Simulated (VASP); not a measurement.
# Ca in VASP: settings compared

Ca is run at these levels: r2SCAN, PBE, PBE+D3(BJ), LDA; tasks: single point.

Everything below comes from runs of VASP 6.6.1. Logs are shortened: lines on timing, memory, paths and dates and some standing lists are left out, and cuts for length are marked.

## Step 1: The cell of the first run

Symmetry: I4/mmm, No. 139, tetragonal system. The conventional cell has a = 4.410 Å, b = 4.410 Å, c = 4.392 Å, α = 90.00°, β = 90.00°, γ = 90.00°. Within 5.0 Å of Ca (site symmetry 4/mmm) lie 14 Ca at 3.81 to 4.41 Å.

## Step 2: Single point, r2SCAN

The input, POSCAR:

```
Ca
1.0
   -2.2052049036      2.2052049036      2.1961148100
    2.2052049036     -2.2052049036      2.1961148100
    2.2052049036      2.2052049036     -2.1961148100
Ca
1
Direct
    0.5000000000      0.5000000000      0.0000000000
```

The input, INCAR.step1:

```
PREC = Accurate ; ENCUT = 520
ISMEAR = -1 ; SIGMA = 0.05
LREAL = False ; LASPH = True
NELM = 60 ; NBANDS = 11
GGA = PE ; ALGO = Normal
EDIFF = 1E-4 ; LWAVE = True
LCHARG = False
```

The input, INCAR.step2:

```
PREC = Accurate ; ENCUT = 520
EDIFF = 1E-7 ; ISMEAR = -1
SIGMA = 0.05 ; LREAL = False
LASPH = True ; NELM = 60
ALGO = Normal ; ISIF = 2
LWAVE = False ; LCHARG = False
METAGGA = R2SCAN ; LMIXTAU = True
NBANDS = 11 ; ISTART = 1
```

The input, KPOINTS:

```
Automatic mesh
0
Gamma
  5 5 5
```

Potentials or basis: VASP PAW PBE potentials, release 64 (Ca_sv).

Started as:

```console
$ cat potpaw_PBE.64/Ca_sv/POTCAR > POTCAR
$ cp INCAR.step1 INCAR
$ mpirun -np 1 vasp_std > vasp.out
$ cp INCAR.step2 INCAR
$ mpirun -np 1 vasp_std > vasp.out
```

OUTCAR:

```text
PREC = Accurate
   ENCUT = 520
   EDIFF = 1E-7
   ISMEAR = -1
   LREAL = False
   LASPH = True
   NELM = 60
   ISIF = 2
   METAGGA = R2SCAN
   ISTART = 1

 ion  position               nearest neighbor table
   1  0.500  0.500  0.000-

  LATTYP: Found a body centered tetragonal cell.
 ALAT       =     4.4104098072
 C/A-ratio  =     0.9958778916

  Lattice vectors:

 A1 = (  -2.2052049036,   2.2052049036,   2.1961148100)
 A2 = (   2.2052049036,  -2.2052049036,   2.1961148100)
 A3 = (   2.2052049036,   2.2052049036,  -2.1961148100)

Analysis of symmetry for initial positions (statically):
=====================================================================
 Subroutine PRICEL returns:
 Original cell was already a primitive cell.

 Routine SETGRP: Setting up the symmetry group for a
 body centered tetragonal supercell.

 Subroutine GETGRP returns: Found 16 space group operations
 (whereof 16 operations were pure point group operations)
 out of a pool of 16 trial point group operations.

The static configuration has the point symmetry D_4h.

Analysis of symmetry for dynamics (positions and initial velocities):
=====================================================================
 Subroutine PRICEL returns:
 Original cell was already a primitive cell.

 Routine SETGRP: Setting up the symmetry group for a
 body centered tetragonal supercell.

 Subroutine GETGRP returns: Found 16 space group operations
 (whereof 16 operations were pure point group operations)
 out of a pool of 16 trial point group operations.

The dynamic configuration has the point symmetry D_4h.

 Subroutine INISYM returns: Found 16 space group operations
 (whereof 16 operations are pure point group operations),
 and found     1 'primitive' translations

----------------------------------------------------------------------------------------

                                     Primitive cell

  volume of cell :      42.7182

  direct lattice vectors                    reciprocal lattice vectors
    -2.205204904  2.205204904  2.196114810     0.000000000  0.226736300  0.227674800
     2.205204904 -2.205204904  2.196114810     0.226736300  0.000000000  0.227674800
     2.205204904  2.205204904 -2.196114810     0.226736300  0.226736300  0.000000000

  length of vectors
     3.814285987  3.814285987  3.814285987     0.321317855  0.321317855  0.320653550

  position of ions in fractional coordinates (direct lattice)
     0.500000000  0.500000000  0.000000000

  ion indices of the primitive-cell ions
   primitive index   ion index
                 1           1

----------------------------------------------------------------------------------------

 KPOINTS: Automatic mesh

Automatic generation of k-mesh.
 Grid dimensions read from file:
 generate k-points for:    5    5    5

 Generating k-lattice:

  Cartesian coordinates                     Fractional coordinates (reciprocal lattice)
     0.000000000  0.045347260  0.045534960     0.200000000  0.000000000  0.000000000
     0.045347260  0.000000000  0.045534960     0.000000000  0.200000000  0.000000000
     0.045347260  0.045347260  0.000000000     0.000000000  0.000000000  0.200000000

  Length of vectors
     0.064263571  0.064263571  0.064130710

  Shift w.r.t. Gamma in fractional coordinates (k-lattice)
     0.000000000  0.000000000  0.000000000

 Subroutine IBZKPT returns following result:
 ===========================================

 Found     18 irreducible k-points:

 Following reciprocal coordinates:
            Coordinates               Weight
  0.000000  0.000000  0.000000      1.000000
  0.200000  0.000000 -0.000000      8.000000
  0.400000  0.000000 -0.000000      8.000000
  0.200000  0.200000 -0.000000      8.000000
  0.400000  0.200000 -0.000000     16.000000
 -0.400000  0.200000  0.000000     16.000000
[... 10 lines left out ...]
 -0.400000  0.400000  0.400000      4.000000
 -0.400000 -0.400000  0.400000      2.000000
   k-points           NKPTS =     18   k-points in BZ     NKDIM =     18   number of bands    NBANDS=     11
   number of dos      NEDOS =    301   number of ions     NIONS =      1
   total plane-waves  NPLWV =  21952
   dimension x,y,z NGX =    28 NGY =   28 NGZ =   28
   dimension x,y,z NGXF=    56 NGYF=   56 NGZF=   56
   ions per type =               1
   NGX,Y,Z   is equivalent  to a cutoff of  12.20, 12.20, 12.20 a.u.
   NGXF,Y,Z  is equivalent  to a cutoff of  24.41, 24.41, 24.41 a.u.
 SYSTEM =  unknown system
   PREC   = accura    normal or accurate (medium, high low for compatibility)
   ISTART =      1    job   : 0-new  1-cont  2-samecut
   ICHARG =      0    charge: 1-file 2-atom 10-const
   ISPIN  =      1    spin polarized calculation?
   LNONCOLLINEAR =      F non collinear calculations
   LSORBIT =      F    spin-orbit coupling
   LASPH  =      T    aspherical Exc in radial PAW
   ENCUT  =  520.0 eV  38.22 Ry    6.18 a.u.   7.09  7.09  7.09*2*pi/ulx,y,z
   NELM   =     60;   NELMIN=  2; NELMDL=  0     # of ELM steps
   EDIFF  = 0.1E-06   stopping-criterion for ELM
   LREAL  =      F    real-space projection
   EDIFFG = 0.1E-05   stopping-criterion for IOM
   NSW    =      0    number of steps for IOM
   IBRION =     -1    ionic relax: 0-MD 1-quasi-New 2-CG
   NFREE  =      0    steps in history (QN), initial steepest desc. (CG)
   ISIF   =      2    stress and relaxation
   ISYM   =      2    0-nonsym 1-usesym 2-fastsym
   POTIM  = 0.5000    time-step for ionic-motion
   TEBEG  =    0.0;   TEEND  =   0.0 temperature during run
   PSTRESS=    0.0 pullay stress
   NELECT =      10.0000    total number of electrons
   NUPDOWN=      -1.0000    fix difference up-down
   EMIN   =  10.00;   EMAX   =-10.00  energy-range for DOS
   EFERMI =   0.00;   METHOD = LEGACY
   ISMEAR =    -1;   SIGMA  =   0.05  broadening in eV -4-tet -1-fermi 0-gaus
   EFERMI_NEDOS =   21; number of points for ismear=-14 and -15
   IALGO  =     38    algorithm
   IMIX   =      4    mixing-type and parameters
     AMIX     =   0.40;   BMIX     =  1.00
     AMIX_MAG =   1.60;   BMIX_MAG =  1.00
  volume/ion in A,a.u.               =      42.72       288.28
  Fermi-wavevector in a.u.,A,eV,Ry     =   1.008952  1.906643 13.850516  1.017984
  Thomas-Fermi vector in A             =   2.141851
   LORBIT       =      0    0 simple, 1 ext, 2 COOP (PROOUT), +10 PAW based schemes
   METAGGA = R2SCAN    functional components
   LHFCALC =     F    Hartree Fock is set to
   AEXX    =    0.0000 exact exchange contribution
   IVDW    =     0    specifies the selected vdW correction
   LEPSILON=     F    determine dielectric tensor
   LRPA    =     F    only Hartree local field effects (RPA)
 non-spin polarized calculation
  energy-cutoff  :      520.00
  volume of cell :       42.72
 maximum number of plane-waves:      1162
   NGX = 15   NGY = 15   NGZ = 15

 number of electron      10.0000001 magnetization

 Free energy of the ion-electron system (eV)
  ---------------------------------------------------
  ext. energy  EPLUGINS =         0.00000000
  ---------------------------------------------------
  free energy    TOTEN  =        -7.00478389 eV

  energy without entropy =       -6.98883857  energy(sigma->0) =       -6.99681123

 E-fermi :   1.9246     XC(G=0):  -8.1776

 val. band max:        1.8580314694   @ k =  -0.4000  -0.4000   0.4000
 cond. band min:       1.9416753656   @ k =   0.4000   0.4000  -0.0000
 fundamental gap:      0.0836438962
 Fermi energy:         1.9246043346

 k-point     1 :       0.0000    0.0000    0.0000
  band No.  band energies     occupation
      1     -41.8208      2.00000
      2     -21.8517      2.00000
      3     -21.8507      2.00000
      4     -21.8507      2.00000
      5      -2.3149      2.00000
      6       4.6509      0.00000
      7       4.6703      0.00000
      8       4.6703      0.00000
      9       5.7494      0.00000
     10       5.7740      0.00000
     11      12.7025      0.00000

 k-point     2 :       0.2000    0.0000   -0.0000
  band No.  band energies     occupation
      1     -41.8156      2.00000
      2     -21.9012      2.00000
      3     -21.8672      2.00000
      4     -21.8512      2.00000
      5      -1.5746      2.00000
      6       4.1443      0.00000
      7       4.2443      0.00000
      8       5.2073      0.00000
      9       5.5437      0.00000
     10       5.7879      0.00000
     11      11.1930      0.00000

 k-point     3 :       0.4000    0.0000   -0.0000
  band No.  band energies     occupation
      1     -41.8073      2.00000
      2     -21.9804      2.00000
      3     -21.8937      2.00000
      4     -21.8513      2.00000
      5       0.3237      2.00000
      6       2.5722      0.00000
      7       3.6895      0.00000
      8       5.6928      0.00000
      9       5.9964      0.00000
     10       6.4882      0.00000
     11       8.3178      0.00000

 k-point     4 :       0.2000    0.2000   -0.0000
  band No.  band energies     occupation
      1     -41.8089      2.00000
      2     -21.9541      2.00000
      3     -21.8892      2.00000
      4     -21.8623      2.00000
      5      -0.2308      2.00000
      6       3.2563      0.00000
      7       3.6552      0.00000
      8       5.4881      0.00000
      9       6.0178      0.00000
     10       6.1572      0.00000
     11       9.2077      0.00000
[... 155 lines left out ...]
 k-point    16 :      -0.2000   -0.2000    0.2000
  band No.  band energies     occupation
      1     -41.8109      2.00000
      2     -21.9082      2.00000
      3     -21.8845      2.00000
      4     -21.8845      2.00000
      5      -0.8742      2.00000
      6       4.2251      0.00000
      7       4.4127      0.00000
      8       4.4127      0.00000
      9       5.2595      0.00000
     10       6.1033      0.00000
     11      11.1662      0.00000

 k-point    17 :      -0.4000    0.4000    0.4000
  band No.  band energies     occupation
      1     -41.7968      2.00000
      2     -21.9510      2.00000
      3     -21.9426      2.00000
      4     -21.9425      2.00000
      5       1.8416      1.68056
      6       2.4132      0.00011
      7       5.2131      0.00000
      8       5.2490      0.00000
      9       5.5501      0.00000
     10       6.3823      0.00000
     11       7.9357      0.00000

 k-point    18 :      -0.4000   -0.4000    0.4000
  band No.  band energies     occupation
      1     -41.7968      2.00000
      2     -21.9513      2.00000
      3     -21.9426      2.00000
      4     -21.9426      2.00000
      5       1.8580      1.58216
      6       2.4080      0.00013
      7       5.2070      0.00000
      8       5.2070      0.00000
      9       5.5991      0.00000
     10       6.3856      0.00000
     11       7.9278      0.00000

------------------------ aborting loop because EDIFF is reached ----------------------------------------

  FORCE on cell =-STRESS in cart. coord.  units (eV):
  Direction    XX          YY          ZZ          XY          YZ          ZX
  --------------------------------------------------------------------------------------
  -------------------------------------------------------------------------------------
  Total        0.0570983      0.0570983      0.0424070      0.0000000      0.0000000      0.0000000
  in kB        2.1415137      2.1415137      1.5905042      0.0000000      0.0000000      0.0000000
  external PRESSURE =       1.9578439 kB  Pullay stress =       0.0000000 kB

 VOLUME and BASIS-vectors are now :
 -----------------------------------------------------------------------------
  energy-cutoff  :      520.00
  volume of cell :       42.72
      direct lattice vectors                 reciprocal lattice vectors
    -2.205204904  2.205204904  2.196114810     0.000000000  0.226736300  0.227674800
     2.205204904 -2.205204904  2.196114810     0.226736300  0.000000000  0.227674800
     2.205204904  2.205204904 -2.196114810     0.226736300  0.226736300  0.000000000

 POSITION                                       TOTAL-FORCE (eV/Angst)
 -----------------------------------------------------------------------------------
      0.00000      0.00000      2.19611        -0.000000      0.000000      0.000000
 -----------------------------------------------------------------------------------
    total drift:                                0.000000     -0.000000      0.000000

  FREE ENERGIE OF THE ION-ELECTRON SYSTEM (eV)
  ---------------------------------------------------
  free  energy   TOTEN  =        -7.0047838947 eV

  energy  without entropy=       -6.9888385687  energy(sigma->0) =       -6.99681123
```

Run time: 16 s. Hardware: 1 thread of Intel Xeon 6975P-C (Granite Rapids), shared host; peak memory 0.16 GiB.

Results:

| Quantity | Value |
| --- | --- |
| Free energy | -7.0048 eV |
| Pressure | 0.2 GPa |
| Band gap on the k mesh | zero (band 5 reaches 2.17 eV, above the bottom of band 6 at 1.94 eV) |

Levels at points of the mesh, in eV from the Fermi level:
| k point | band 2 | band 3 | band 4 | band 5 | band 6 | band 7 | band 8 | band 9 |
| --- | --- | --- | --- | --- | --- | --- | --- | --- |
| (0.00, 0.00, 0.00) | -23.78 | -23.78 | -23.78 | -4.24 | 2.73 | 2.75 | 2.75 | 3.82 |

Caveat: the k points lie up to 0.40 Å⁻¹ apart; the PAW data sets were made with another functional, which shifts forces and pressure a little.

## Step 3: Single point, PBE

The input, INCAR:

```
PREC = Accurate ; ENCUT = 520
EDIFF = 1E-7 ; ISMEAR = 0
SIGMA = 0.05 ; LREAL = False
LASPH = True ; NELM = 60
ALGO = Fast ; ISIF = 2
LWAVE = False ; LCHARG = False
GGA = PE ; NBANDS = 11
```

The input, KPOINTS:

```
Automatic mesh
0
Gamma
  7 7 7
```

POSCAR is that of step 2.

Potentials or basis: VASP PAW PBE potentials, release 64 (Ca_sv).

Started as:

```console
$ cat potpaw_PBE.64/Ca_sv/POTCAR > POTCAR
$ mpirun -np 1 vasp_std > vasp.out
```

It took 20 s on 1 thread of Intel Xeon 6975P-C, shared host; peak memory 0.16 GiB.

Results (log left out):

* Free energy: -1.9128 eV
* Pressure: -0.2 GPa
* Band gap on the k mesh: zero (band 5 reaches 2.19 eV, above the bottom of band 6 at 1.93 eV)

Stress tensor (GPa, compression positive):
```
-0.13  0.00  0.00
 0.00 -0.13  0.00
 0.00  0.00 -0.27
```

Levels at points of the mesh, in eV from the Fermi level:
```tsv
k point	band 2	band 3	band 4	band 5	band 6	band 7	band 8	band 9
(0.00, 0.00, 0.00)	-23.00	-23.00	-23.00	-4.04	2.28	2.29	2.29	3.32
```

## Step 4: Single point, PBE

The input, INCAR:

```
SYSTEM = Ca
PREC = Accurate
ENCUT = 520
EDIFF = 1E-7
ISMEAR = 0
SIGMA = 0.05
LREAL = .False.
LASPH = .True.
NELM = 100
ALGO = Normal
ISIF = 2
LWAVE = .False.
LCHARG = .False.
GGA = PE
NBANDS = 11
```

The input, KPOINTS:

```
Automatic mesh
0
Gamma
  7 7 7
  0 0 0
```

POSCAR is that of step 3.

Started as:

```console
$ cat potpaw_PBE.64/Ca_sv/POTCAR > POTCAR
$ mpirun -np 1 vasp_std > vasp.out
```

Wall time 20 s (1 thread of Intel Xeon 6975P-C, shared host); peak memory 0.16 GiB.

Results (log left out):

| Item | Value |
| --- | --- |
| Free energy | -1.9128 eV |
| Pressure | -0.2 GPa |
| Band gap on the k mesh | zero (band 5 reaches 2.19 eV, above the bottom of band 6 at 1.93 eV) |

Stress tensor (GPa, compression positive):
```
-0.13  0.00  0.00
 0.00 -0.13  0.00
 0.00  0.00 -0.27
```

Levels at points of the mesh, in eV from the Fermi level:
```
           k point  band 3  band 4  band 5  band 6  band 7  band 8
(0.00, 0.00, 0.00)  -23.00  -23.00   -4.04    2.28    2.29    2.29
```

## Step 5: Single point, PBE+D3(BJ) (the cell strained at random)

The input, INCAR:

```
PREC     = Accurate       # precision mode
ENCUT    = 520            # plane-wave cutoff, eV
EDIFF    = 1E-6           # SCF threshold, eV
ISMEAR   = 1              # smearing method
SIGMA    = 0.025          # smearing width, eV
LREAL    = F              # projectors in reciprocal space
LASPH    = T              # aspherical terms in the spheres
NELM     = 100            # most SCF steps
ALGO     = Fast           # electronic algorithm
ISIF     = 2              # what is computed and relaxed
LWAVE    = F              # write WAVECAR
LCHARG   = T              # write CHGCAR
GGA      = PE             # functional
IVDW     = 12             # dispersion correction
LELF     = T              # ELF
LVHAR    = T            
NBANDS   = 11             # bands
```

The input, KPOINTS:

```
regular mesh
0
Gamma
  9 9 9
```

The input, POSCAR:

```
Ca
1.0
   -2.2807020000      2.2351260000      2.2394160000
    2.2401860000     -2.2078230000      2.1713160000
    2.2010920000      2.1282130000     -2.2120000000
Ca
1
Direct
    0.5009460000      0.5001260000      0.0033730000
```

Started as:

```console
$ cat potpaw_PBE.64/Ca_sv/POTCAR > POTCAR
$ mpirun -np 1 vasp_std > vasp.out
```

Wall time 3.8 min (1 thread of Intel Xeon 8259CL, shared host); peak memory 0.3 GiB.

Results (log left out):

```yaml
Free_energy: -2.1359 eV
Pressure: -1.0 GPa
Band_gap_on_the_k_mesh: zero (band 5 reaches 2.15 eV, above the bottom of band 6 at 1.83 eV)
Dispersion_energy_per_atom: -0.228 eV
```

Stress tensor (GPa, compression positive):
```
-1.01  0.33  0.28
 0.33 -1.12  0.06
 0.28  0.06 -0.92
```

Levels at points of the mesh, in eV from the Fermi level:
```csv
k point,band 3,band 4,band 5,band 6,band 7,band 8
"(0.00, 0.00, 0.00)",-23.04,-23.04,-4.07,2.13,2.21,2.39
```

Caveat: the cell differs from its parent crystal (the cell strained at random); pairwise dispersion overbinds metals, which lowers pressure and volume.

(Continued in part 2 of 2.)
